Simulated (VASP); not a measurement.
A run of VASP 6.6.1 is set up as follows.

Contents of INCAR:

```
  PREC = Accurate
  ENCUT = 520
  EDIFF = 1E-7
  ISMEAR = -1
  SIGMA = 0.05
  LREAL = F
  LASPH = T
  NELM = 100
  ALGO = Normal
  ISIF = 2
  LWAVE = F
  LCHARG = F
  GGA = PS
  NBANDS = 16
```

File KPOINTS:

```
regular mesh
0
Gamma
  10 10 10
```

File POSCAR:

```
GaN
1.0
    0.0000000000      2.2491150661      2.2491150661
    2.2491150661      0.0000000000      2.2491150661
    2.2491150661      2.2491150661      0.0000000000
Ga N
1 1
Direct
    0.0000000000      0.0000000000      0.0000000000
    0.2500000000      0.2500000000      0.2500000000
```

Potentials or basis: VASP PAW PBE potentials, release 64 (Ga_d, N).

The run is started by

```bash
$ cat potpaw_PBE.64/Ga_d/POTCAR potpaw_PBE.64/N/POTCAR > POTCAR
$ mpirun -np 1 vasp_std > vasp.out
```

Task: Estimate the band gap on the k mesh.

Result: 1.72 eV, direct.

Task: What does it give for the pressure?

Result: -0.2 GPa.

Caveat: the PAW data sets were made with another functional, which shifts forces and pressure a little.
